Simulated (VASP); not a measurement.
A run of VASP 6.6.1 is set up as follows.

File INCAR:

```
SYSTEM = In
PREC = Accurate
ENCUT = 600
EDIFF = 1E-6
ISMEAR = -1
SIGMA = 0.1
LREAL = .FALSE.
LASPH = .TRUE.
NELM = 60
ALGO = Normal
ISIF = 3
LWAVE = .FALSE.
LCHARG = .FALSE.
IBRION = 2
NSW = 80
EDIFFG = -0.01
```

KPOINTS

```
Automatic mesh
0
G
  12 12 12
  0 0 0
```

Contents of POSCAR:

```
In
1.0
    0.0000000000      2.3556547913      2.3556547913
    2.3556547913      0.0000000000      2.3556547913
    2.3556547913      2.3556547913      0.0000000000
In
1
Direct
    0.0000000000      0.0000000000      0.0000000000
```

Potentials or basis: VASP PAW LDA potentials, release 64 (In_d).

Run with:

```sh
$ cat potpaw_LDA.64/In_d/POTCAR > POTCAR
$ mpirun -np 1 vasp_std > vasp.out
```

Task: What does it give for the relaxed volume?

Result: 24.65 Å³/atom.

Task: Predict the space group after relaxing (to 0.05 Å).

Result: Fm-3m (No. 225).

The path:
```tsv
step	energy change (eV)	largest force (eV/Å)	pressure (GPa)	volume (Å³)
1	0.0000	0.0000	-2.56	26.14
2	-0.0128	0.0000	0.12	24.59
3	-0.0128	0.0000	-0.03	24.65
```
